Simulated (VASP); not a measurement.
# Sn (Immm) in VASP: single point with r2SCAN

Aim: the single point of Sn with r2SCAN.

Program: VASP 6.6.1. These are calculated values, not measurements. Logs are shortened: lines on timing, memory, paths and dates and some standing lists are left out, and cuts for length are marked.

## (1) The cell of the first run

The structure is orthorhombic, space group Immm (No. 71). Conventional cell: a = 3.453 Å, b = 3.551 Å, c = 4.677 Å, α = 90.00°, β = 90.00°, γ = 90.00°. Within 4.5 Å of Sn (site symmetry mmm) lie 12 Sn at 3.41 to 3.55 Å.

## (2) Single point, r2SCAN

File POSCAR:

```
Sn
1.0
   -1.7265390000      1.7755470000      2.3383420000
    1.7265390000     -1.7755470000      2.3383420000
    1.7265390000      1.7755470000     -2.3383420000
Sn
1
Direct
    0.0000000000      0.0000000000      0.0000000000
```

File INCAR.step1:

```
PREC = Accurate
ENCUT = 520
ISMEAR = 1
SIGMA = 0.05
LREAL = False
LASPH = True
NELM = 80
NBANDS = 13
GGA = PE
ALGO = Normal
EDIFF = 1E-4
LWAVE = True
LCHARG = False
```

File INCAR.step2:

```
PREC = Accurate
ENCUT = 520
EDIFF = 1E-6
ISMEAR = 1
SIGMA = 0.05
LREAL = False
LASPH = True
NELM = 80
ALGO = Normal
ISIF = 2
LWAVE = False
LCHARG = True
METAGGA = R2SCAN
LMIXTAU = True
LELF = True
LVHAR = True
NBANDS = 13
ISTART = 1
```

File KPOINTS:

```
Automatic mesh
0
Gamma
  11 11 11
```

Potentials or basis: VASP PAW PBE potentials, release 64 (Sn_d).

Started as:

```console
$ cat potpaw_PBE.64/Sn_d/POTCAR > POTCAR
$ cp INCAR.step1 INCAR
$ mpirun -np 1 vasp_std > vasp.out
$ cp INCAR.step2 INCAR
$ mpirun -np 1 vasp_std > vasp.out
```

OUTCAR:

```text
PREC = Accurate
   ENCUT = 520
   EDIFF = 1E-6
   ISMEAR = 1
   LREAL = False
   LASPH = True
   NELM = 80
   ISIF = 2
   METAGGA = R2SCAN
   ISTART = 1

 ion  position               nearest neighbor table
   1  0.000  0.000  0.000-

  LATTYP: Found a body centered orthorhombic cell.
 ALAT       =     3.4530780000
 B/A-ratio  =     1.0283851103
 C/A-ratio  =     1.3543522620

  Lattice vectors:

 A1 = (  -1.7265390000,   1.7755470000,   2.3383420000)
 A2 = (   1.7265390000,  -1.7755470000,   2.3383420000)
 A3 = (   1.7265390000,   1.7755470000,  -2.3383420000)

Analysis of symmetry for initial positions (statically):
=====================================================================
 Subroutine PRICEL returns:
 Original cell was already a primitive cell.

 Routine SETGRP: Setting up the symmetry group for a
 body centered orthorhombic supercell.

 Subroutine GETGRP returns: Found  8 space group operations
 (whereof  8 operations were pure point group operations)
 out of a pool of  8 trial point group operations.

The static configuration has the point symmetry D_2h.

Analysis of symmetry for dynamics (positions and initial velocities):
=====================================================================
 Subroutine PRICEL returns:
 Original cell was already a primitive cell.

 Routine SETGRP: Setting up the symmetry group for a
 body centered orthorhombic supercell.

 Subroutine GETGRP returns: Found  8 space group operations
 (whereof  8 operations were pure point group operations)
 out of a pool of  8 trial point group operations.

The dynamic configuration has the point symmetry D_2h.

 Subroutine INISYM returns: Found  8 space group operations
 (whereof  8 operations are pure point group operations),
 and found     1 'primitive' translations

----------------------------------------------------------------------------------------

                                     Primitive cell

  volume of cell :      28.6732

  direct lattice vectors                    reciprocal lattice vectors
    -1.726539000  1.775547000  2.338342000     0.000000000  0.281603359  0.213826720
     1.726539000 -1.775547000  2.338342000     0.289596702  0.000000000  0.213826720
     1.726539000  1.775547000 -2.338342000     0.289596702  0.281603359  0.000000000

  length of vectors
     3.406075069  3.406075069  3.406075069     0.353584952  0.359983494  0.403938983

  position of ions in fractional coordinates (direct lattice)
     0.000000000  0.000000000  0.000000000

  ion indices of the primitive-cell ions
   primitive index   ion index
                 1           1

----------------------------------------------------------------------------------------

 KPOINTS: Automatic mesh

Automatic generation of k-mesh.
 Grid dimensions read from file:
 generate k-points for:   11   11   11

 Generating k-lattice:

  Cartesian coordinates                     Fractional coordinates (reciprocal lattice)
     0.000000000  0.025600305  0.019438793     0.090909091  0.000000000 -0.000000000
     0.026326973  0.000000000  0.019438793     0.000000000  0.090909091  0.000000000
     0.026326973  0.025600305  0.000000000    -0.000000000  0.000000000  0.090909091

  Length of vectors
     0.032144087  0.032725772  0.036721726

  Shift w.r.t. Gamma in fractional coordinates (k-lattice)
     0.000000000  0.000000000  0.000000000

 Subroutine IBZKPT returns following result:
 ===========================================

 Found    216 irreducible k-points:

 Following reciprocal coordinates:
            Coordinates               Weight
  0.000000  0.000000  0.000000      1.000000
  0.090909  0.000000  0.000000      4.000000
  0.181818 -0.000000  0.000000      4.000000
  0.272727  0.000000  0.000000      4.000000
  0.363636 -0.000000  0.000000      4.000000
  0.454545  0.000000  0.000000      4.000000
[... 16 lines left out ...]
  0.454545  0.181818  0.000000      8.000000
 -0.454545  0.181818  0.000000      8.000000
 [... further k-points ...]
   k-points           NKPTS =    216   k-points in BZ     NKDIM =    216   number of bands    NBANDS=     13
   number of dos      NEDOS =    301   number of ions     NIONS =      1
   total plane-waves  NPLWV =  21952
   dimension x,y,z NGX =    28 NGY =   28 NGZ =   28
   dimension x,y,z NGXF=    56 NGYF=   56 NGZF=   56
   ions per type =               1
   NGX,Y,Z   is equivalent  to a cutoff of  13.67, 13.67, 13.67 a.u.
   NGXF,Y,Z  is equivalent  to a cutoff of  27.33, 27.33, 27.33 a.u.
 SYSTEM =  unknown system
   PREC   = accura    normal or accurate (medium, high low for compatibility)
   ISTART =      1    job   : 0-new  1-cont  2-samecut
   ICHARG =      0    charge: 1-file 2-atom 10-const
   ISPIN  =      1    spin polarized calculation?
   LNONCOLLINEAR =      F non collinear calculations
   LSORBIT =      F    spin-orbit coupling
   LASPH  =      T    aspherical Exc in radial PAW
   ENCUT  =  520.0 eV  38.22 Ry    6.18 a.u.   6.33  6.33  6.33*2*pi/ulx,y,z
   NELM   =     80;   NELMIN=  2; NELMDL=  0     # of ELM steps
   EDIFF  = 0.1E-05   stopping-criterion for ELM
   LREAL  =      F    real-space projection
   EDIFFG = 0.1E-04   stopping-criterion for IOM
   NSW    =      0    number of steps for IOM
   IBRION =     -1    ionic relax: 0-MD 1-quasi-New 2-CG
   NFREE  =      0    steps in history (QN), initial steepest desc. (CG)
   ISIF   =      2    stress and relaxation
   ISYM   =      2    0-nonsym 1-usesym 2-fastsym
   POTIM  = 0.5000    time-step for ionic-motion
   TEBEG  =    0.0;   TEEND  =   0.0 temperature during run
   PSTRESS=    0.0 pullay stress
   NELECT =      14.0000    total number of electrons
   NUPDOWN=      -1.0000    fix difference up-down
   EMIN   =  10.00;   EMAX   =-10.00  energy-range for DOS
   EFERMI =   0.00;   METHOD = LEGACY
   ISMEAR =     1;   SIGMA  =   0.05  broadening in eV -4-tet -1-fermi 0-gaus
   EFERMI_NEDOS =   21; number of points for ismear=-14 and -15
   IALGO  =     38    algorithm
   IMIX   =      4    mixing-type and parameters
     AMIX     =   0.40;   BMIX     =  1.00
     AMIX_MAG =   1.60;   BMIX_MAG =  1.00
  volume/ion in A,a.u.               =      28.67       193.50
  Fermi-wavevector in a.u.,A,eV,Ry     =   1.289116  2.436076 22.610433  1.661820
  Thomas-Fermi vector in A             =   2.421028
   LORBIT       =      0    0 simple, 1 ext, 2 COOP (PROOUT), +10 PAW based schemes
   METAGGA = R2SCAN    functional components
   LHFCALC =     F    Hartree Fock is set to
   AEXX    =    0.0000 exact exchange contribution
   IVDW    =     0    specifies the selected vdW correction
   LEPSILON=     F    determine dielectric tensor
   LRPA    =     F    only Hartree local field effects (RPA)
 non-spin polarized calculation
 Methfessel and Paxton  Order N= 1 SIGMA  =   0.05
  energy-cutoff  :      520.00
  volume of cell :       28.67
 maximum number of plane-waves:       788
 NGX is ok and might be reduce to    28
   NGX = 13   NGY = 13   NGZ = 13

 number of electron      13.9999998 magnetization

 Free energy of the ion-electron system (eV)
  ---------------------------------------------------
  ext. energy  EPLUGINS =         0.00000000
  ---------------------------------------------------
  free energy    TOTEN  =       -24.49827506 eV

  energy without entropy =      -24.49832281  energy(sigma->0) =      -24.49829098

 E-fermi :   7.4595     XC(G=0): -10.9891

 val. band max:        7.3909899705   @ k =   0.1818   0.1818   0.1818
 cond. band min:       7.4631352160   @ k =   0.4545   0.2727   0.0909
 fundamental gap:      0.0721452455
 Fermi energy:         7.4595307161

 k-point     1 :       0.0000    0.0000    0.0000
  band No.  band energies     occupation
      1     -14.8100      2.00000
      2     -14.7935      2.00000
      3     -14.7730      2.00000
      4     -14.7424      2.00000
      5     -14.7025      2.00000
      6      -3.8743      2.00000
      7      14.9233      0.00000
      8      15.0674      0.00000
      9      15.5149      0.00000
     10      18.7455      0.00000
     11      19.0737      0.00000
     12      19.7060      0.00000
     13      19.7838      0.00000

 k-point     2 :       0.0909    0.0000    0.0000
  band No.  band energies     occupation
      1     -14.8060      2.00000
      2     -14.7875      2.00000
      3     -14.7716      2.00000
      4     -14.7405      2.00000
      5     -14.7034      2.00000
      6      -3.7051      2.00000
      7      13.2702      0.00000
      8      14.8556      0.00000
      9      15.1754      0.00000
     10      18.0378      0.00000
     11      19.7788      0.00000
     12      20.2267      0.00000
     13      21.4272      0.00000

 k-point     3 :       0.1818   -0.0000    0.0000
  band No.  band energies     occupation
      1     -14.7980      2.00000
      2     -14.7804      2.00000
      3     -14.7685      2.00000
      4     -14.7264      2.00000
      5     -14.7028      2.00000
      6      -3.1976      2.00000
      7      10.4066      0.00000
      8      14.4826      0.00000
      9      14.5168      0.00000
     10      17.7084      0.00000
     11      20.2161      0.00000
     12      20.3037      0.00000
     13      21.2701      0.00000
[... 305 lines left out ...]
 k-point    23 :       0.4545    0.1818    0.0000
  band No.  band energies     occupation
      1     -14.8047      2.00000
      2     -14.7625      2.00000
      3     -14.7420      2.00000
      4     -14.6862      2.00000
      5     -14.6549      2.00000
      6       0.8133      2.00000
      7       3.5273      2.00000
      8       9.4228      0.00000
      9      12.1702      0.00000
     10      15.6636      0.00000
     11      20.5282      0.00000
     12      21.8709      0.00000
     13      23.6528      0.00000

 k-point    24 :      -0.4545    0.1818    0.0000
  band No.  band energies     occupation
      1     -14.8109      2.00000
      2     -14.7680      2.00000
      3     -14.7374      2.00000
      4     -14.6954      2.00000
      5     -14.6528      2.00000
      6      -0.2739      2.00000
      7       5.0800      2.00000
      8      10.0722      0.00000
      9      11.8374      0.00000
     10      15.3584      0.00000
     11      20.6283      0.00000
     12      21.6727      0.00000
     13      23.1382      0.00000

 [... further k-points ...]
[... 5 lines left out ...]
  --------------------------------------------------------------------------------------
  -------------------------------------------------------------------------------------
  Total       -0.2791152     -0.5843293     -0.3260097     -0.0000000      0.0000000      0.0000000
  in kB      -15.5961508    -32.6506381    -18.2164802     -0.0000000      0.0000000      0.0000000
  external PRESSURE =     -22.1544230 kB  Pullay stress =       0.0000000 kB

 VOLUME and BASIS-vectors are now :
 -----------------------------------------------------------------------------
  energy-cutoff  :      520.00
  volume of cell :       28.67
      direct lattice vectors                 reciprocal lattice vectors
    -1.726539000  1.775547000  2.338342000     0.000000000  0.281603359  0.213826720
     1.726539000 -1.775547000  2.338342000     0.289596702  0.000000000  0.213826720
     1.726539000  1.775547000 -2.338342000     0.289596702  0.281603359  0.000000000

 POSITION                                       TOTAL-FORCE (eV/Angst)
 -----------------------------------------------------------------------------------
      0.00000      0.00000      0.00000         0.000000      0.000000     -0.000000
 -----------------------------------------------------------------------------------
    total drift:                               -0.000000     -0.000000     -0.000000

  FREE ENERGIE OF THE ION-ELECTRON SYSTEM (eV)
  ---------------------------------------------------
  free  energy   TOTEN  =       -24.4982750569 eV

  energy  without entropy=      -24.4983228140  energy(sigma->0) =      -24.49829098
```

Wall time 2.8 min (1 thread of Intel Xeon Platinum 8488C (Sapphire Rapids), shared host); peak memory 0.22 GiB.

Results:

| Item | Value |
| --- | --- |
| Free energy | -24.4983 eV |
| Pressure | -2.2 GPa |
| Band gap on the k mesh | zero (band 7 reaches 14.92 eV, above the bottom of band 8 at 5.60 eV) |

Caveat: the PAW data sets were made with another functional, which shifts forces and pressure a little; spin-orbit coupling is left out, which moves the levels of the heavy elements.
